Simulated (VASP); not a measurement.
# Rh (I4/mmm) in VASP: single point with PBEsol

Aim: the single point of Rh with PBEsol.

Everything below comes from runs of VASP 6.6.1. Logs are shortened: lines on timing, memory, paths and dates and some standing lists are left out, and cuts for length are marked.

## Step 1: The cell of the first run

It takes space group I4/mmm (No. 139, tetragonal). Conventional cell: a = 2.673 Å, b = 2.673 Å, c = 4.158 Å, α = 90.00°, β = 90.00°, γ = 90.00°. Within 3.5 Å of Rh (site symmetry 4/mmm) lie 12 Rh at 2.67 to 2.81 Å.

## Step 2: Single point, PBEsol (strain +0.1000 x Voigt [0, 1, 0, 0, 0, 0])

The input, INCAR:

```
SYSTEM = Rh
PREC = Accurate
ENCUT = 520
EDIFF = 1E-6
ISMEAR = 0
SIGMA = 0.15
LREAL = .FALSE.
LASPH = .TRUE.
NELM = 80
ALGO = Fast
ISIF = 2
LWAVE = .FALSE.
LCHARG = .FALSE.
GGA = PS
NBANDS = 14
```

The input, KPOINTS:

```
Automatic mesh
0
G
  28 28 28
  0 0 0
```

The input, POSCAR:

```
Rh
1.0
    0.0000000000      2.0789962383      1.8899965803
    1.8899965803      0.0000000000      1.8899965803
    1.8899965803      2.0789962383      0.0000000000
Rh
1
Direct
    0.0000000000      0.0000000000      0.0000000000
```

Potentials or basis: VASP PAW PBE potentials, release 64 (Rh_pv).

Command:

```console
$ cat potpaw_PBE.64/Rh_pv/POTCAR > POTCAR
$ mpirun -np 1 vasp_std > vasp.out
```

OUTCAR:

```text
SYSTEM = Rh
   PREC = Accurate
   ENCUT = 520
   EDIFF = 1E-6
   ISMEAR = 0
   LREAL = .FALSE.
   LASPH = .TRUE.
   NELM = 80
   ISIF = 2
   GGA = PS

 ion  position               nearest neighbor table
   1  0.000  0.000  0.000-

  LATTYP: Found a body centered tetragonal cell.
 ALAT       =     2.6728587967
 C/A-ratio  =     1.5556349186

  Lattice vectors:

 A1 = (   0.0000000000,  -2.0789962383,   1.8899965803)
 A2 = (   0.0000000000,  -2.0789962383,  -1.8899965803)
 A3 = (   1.8899965803,   2.0789962383,   0.0000000000)

Analysis of symmetry for initial positions (statically):
=====================================================================
 Subroutine PRICEL returns:
 Original cell was already a primitive cell.

 Routine SETGRP: Setting up the symmetry group for a
 body centered tetragonal supercell.

 Subroutine GETGRP returns: Found 16 space group operations
 (whereof 16 operations were pure point group operations)
 out of a pool of 16 trial point group operations.

The static configuration has the point symmetry D_4h.

Analysis of symmetry for dynamics (positions and initial velocities):
=====================================================================
 Subroutine PRICEL returns:
 Original cell was already a primitive cell.

 Routine SETGRP: Setting up the symmetry group for a
 body centered tetragonal supercell.

 Subroutine GETGRP returns: Found 16 space group operations
 (whereof 16 operations were pure point group operations)
 out of a pool of 16 trial point group operations.

The dynamic configuration has the point symmetry D_4h.

 Subroutine INISYM returns: Found 16 space group operations
 (whereof 16 operations are pure point group operations),
 and found     1 'primitive' translations

----------------------------------------------------------------------------------------

                                     Primitive cell

  volume of cell :      14.8527

  direct lattice vectors                    reciprocal lattice vectors
     0.000000000  2.078996238  1.889996580    -0.264550743  0.240500676  0.264550743
     1.889996580  0.000000000  1.889996580     0.264550743 -0.240500676  0.264550743
     1.889996580  2.078996238  0.000000000     0.264550743  0.240500676 -0.264550743

  length of vectors
     2.809681909  2.672858797  2.809681909     0.444763720  0.444763720  0.444763720

  position of ions in fractional coordinates (direct lattice)
     0.000000000  0.000000000  0.000000000

  ion indices of the primitive-cell ions
   primitive index   ion index
[... 83 lines left out ...]
   PSTRESS=    0.0 pullay stress
   NELECT =      15.0000    total number of electrons
   NUPDOWN=      -1.0000    fix difference up-down
   EMIN   =  10.00;   EMAX   =-10.00  energy-range for DOS
   EFERMI =   0.00;   METHOD = LEGACY
   ISMEAR =     0;   SIGMA  =   0.15  broadening in eV -4-tet -1-fermi 0-gaus
   EFERMI_NEDOS =   21; number of points for ismear=-14 and -15
   IALGO  =     68    algorithm
   IMIX   =      4    mixing-type and parameters
     AMIX     =   0.40;   BMIX     =  1.00
     AMIX_MAG =   1.60;   BMIX_MAG =  1.00
  volume/ion in A,a.u.               =      14.85       100.23
  Fermi-wavevector in a.u.,A,eV,Ry     =   1.642492  3.103860 36.705538  2.697781
  Thomas-Fermi vector in A             =   2.732786
   LORBIT       =      0    0 simple, 1 ext, 2 COOP (PROOUT), +10 PAW based schemes
   GGA     = PS    functional components
   LHFCALC =     F    Hartree Fock is set to
   AEXX    =    0.0000 exact exchange contribution
   IVDW    =     0    specifies the selected vdW correction
   LEPSILON=     F    determine dielectric tensor
   LRPA    =     F    only Hartree local field effects (RPA)
 non-spin polarized calculation
 RMM-DIIS sequential band-by-band and
 Gauss-broadening in eV      SIGMA  =   0.15
  energy-cutoff  :      520.00
  volume of cell :       14.85
 maximum number of plane-waves:       412
 NGX is ok and might be reduce to    24
   NGX = 11   NGY =  9   NGZ = 11

 number of electron      14.9999998 magnetization

 Free energy of the ion-electron system (eV)
  ---------------------------------------------------
  ext. energy  EPLUGINS =         0.00000000
  ---------------------------------------------------
  free energy    TOTEN  =        -7.98762027 eV

  energy without entropy =       -7.96963216  energy(sigma->0) =       -7.97862621

 E-fermi :  10.3796     XC(G=0): -13.7229

 val. band max:       10.3792128730   @ k =   0.3571  -0.4643   0.1429
 cond. band min:      10.3808016744   @ k =   0.3929  -0.1071   0.2857
 fundamental gap:      0.0015888014
 Fermi energy:        10.3796478272

 k-point     1 :       0.0000    0.0000    0.0000
  band No.  band energies     occupation
      1     -35.8256      2.00000
      2     -35.7820      2.00000
      3     -35.7820      2.00000
      4       2.9053      2.00000
      5       7.0253      2.00000
      6       8.0233      2.00000
      7       8.0233      2.00000
      8       8.8913      2.00000
      9      10.0596      1.99745
     10      26.5005      0.00000
     11      29.7732      0.00000
     12      31.0123      0.00000
     13      32.2297      0.00000
     14      32.2297      0.00000
[... 377 lines left out ...]
      1     -36.1953      2.00000
      2     -35.8952      2.00000
      3     -35.8117      2.00000
      4       4.9718      2.00000
      5       7.4442      2.00000
      6       8.1100      2.00000
      7       8.3406      2.00000
      8       9.9940      1.99972
      9      10.1594      1.96219
     10      22.8943      0.00000
     11      27.0056      0.00000
     12      31.0172      0.00000
     13      32.2366      0.00000
     14      34.2644      0.00000

 [... further k-points ...]

------------------------ aborting loop because EDIFF is reached ----------------------------------------

  FORCE on cell =-STRESS in cart. coord.  units (eV):
  Direction    XX          YY          ZZ          XY          YZ          ZX
  --------------------------------------------------------------------------------------
  -------------------------------------------------------------------------------------
  Total       -1.3243805     -3.0825244     -1.3243805     -0.0000000      0.0000000      0.0000000
  in kB     -142.8622977   -332.5151033   -142.8622977     -0.0000000      0.0000000      0.0000000
  external PRESSURE =    -206.0798996 kB  Pullay stress =       0.0000000 kB

 VOLUME and BASIS-vectors are now :
 -----------------------------------------------------------------------------
  energy-cutoff  :      520.00
  volume of cell :       14.85
      direct lattice vectors                 reciprocal lattice vectors
     0.000000000  2.078996238  1.889996580    -0.264550743  0.240500676  0.264550743
     1.889996580  0.000000000  1.889996580     0.264550743 -0.240500676  0.264550743
     1.889996580  2.078996238  0.000000000     0.264550743  0.240500676 -0.264550743

 POSITION                                       TOTAL-FORCE (eV/Angst)
 -----------------------------------------------------------------------------------
      0.00000      0.00000      0.00000         0.000000      0.000000      0.000000
 -----------------------------------------------------------------------------------
    total drift:                                0.000000     -0.000000      0.000000

  FREE ENERGIE OF THE ION-ELECTRON SYSTEM (eV)
  ---------------------------------------------------
  free  energy   TOTEN  =        -7.9876202692 eV

  energy  without entropy=       -7.9696321586  energy(sigma->0) =       -7.97862621
```

Wall time 1.9 min (1 thread of Intel Xeon 6975P-C (Granite Rapids), shared host); peak memory 0.4 GiB.

Results:

| Item | Value |
| --- | --- |
| Free energy | -7.9876 eV |
| Pressure | -20.6 GPa |
| Band gap on the k mesh | zero (an odd number of electrons rules out a gap without spin polarisation) |

Stress tensor (GPa, compression positive):
```
-14.29   0.00   0.00
  0.00 -33.25   0.00
  0.00   0.00 -14.29
```

Levels at points of the mesh, in eV from the Fermi level:
```
           k point  band 4  band 5  band 6  band 7  band 8  band 9  band 10  band 11
(0.00, 0.00, 0.00)   -7.47   -3.35   -2.36   -2.36   -1.49   -0.32    16.12    19.39
(0.50, 0.00, 0.00)   -5.53   -3.23   -2.31    0.32    0.71    0.79     7.91    15.19
(0.50, 0.50, 0.00)   -5.64   -5.25    0.40    0.44    1.33    3.78    11.94    12.16
(0.50, 0.00, 0.50)   -5.63   -5.29    0.59    0.81    0.81    1.93     9.65    13.97
```

Caveat: the cell differs from its parent crystal (strain +0.1000 x Voigt [0, 1, 0, 0, 0, 0]); the cell stands under tension; the PAW data sets were made with another functional, which shifts forces and pressure a little.
